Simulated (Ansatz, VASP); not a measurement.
# Au3ClO: VASP beside Ansatz

```
Au Cl O
1.0
     4.55275    0.00000    0.00000
     0.00000    4.55275    0.00000
     0.00000    0.00000    4.55275
Au Cl O
3 1 1
Direct
  0.00000 0.50000 0.50000
  0.50000 0.00000 0.50000
  0.50000 0.50000 0.00000
  0.00000 0.00000 0.00000
  0.50000 0.50000 0.50000
```

Alike in both runs: functional PBE; k mesh 8 × 8 × 8; occupations gaussian, width 0.1 eV; no spin polarisation.

Ansatz relaxed the structure, and its values are those at the end. VASP's run is a single point on that final structure, the one shown.

|  | VASP | Ansatz |
| --- | --- | --- |
| version | VASP 6.6.1 | Ansatz 0.2.0 |
| potentials or method | VASP PAW PBE potentials, release 64 (Au, Cl, O), cutoff 520 eV | scalar-relativistic, plane waves, PAW |
| valence electrons in the cell | 46 | 70 |

|  | VASP | Ansatz | Ansatz less VASP |
| --- | --- | --- | --- |
| gap on the k mesh at the Fermi level (eV) | none | none | - |
| pressure (GPa) | -0.1 | 0.0 | +0.14 |

A gap of «none» marks a metal or a gap that the smearing closes. VASP's potentials hold 46 valence electrons a cell and Ansatz's 70, so a difference there can come from the potentials and not from the codes.

Spin-orbit coupling is off throughout.
